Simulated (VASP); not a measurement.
C, 10 atoms in the cell. The typed cell holds 10 atoms: a = 3.650 Å, b = 2.465 Å, c = 10.857 Å, α = 108.76°, β = 69.19°, γ = 90.00°.  This cell differs from its parent crystal: the part above a cut slid along it.

```yaml
Program: VASP 6.6.1
Task: single point
Functional: PBE
Dispersion: D3(BJ)
Potentials_or_basis: VASP PAW PBE potentials, release 64 (C)
Cutoff: 520 eV
k_mesh: 7 × 11 × 3
Occupations: gaussian, width 0.05 eV
Spin: no spin polarisation
Dipole_correction: no
Further_INCAR_settings: ALGO = Normal; EDIFF = 1e-07; NBANDS = 31
```

Potentials or basis: VASP PAW PBE potentials, release 64 (C).

Command:

```sh
$ cat potpaw_PBE.64/C/POTCAR > POTCAR
$ mpirun -np 1 vasp_std > vasp.out
```

Hardware: 1 thread of Intel Xeon 8259CL (shared host).

Q: Estimate the wall time of this run.

A: Wall time 5 min on 1 thread of Intel Xeon 8259CL, on a shared host, peak memory 0.33 GiB. Counts: scf iterations 15, k points 116.
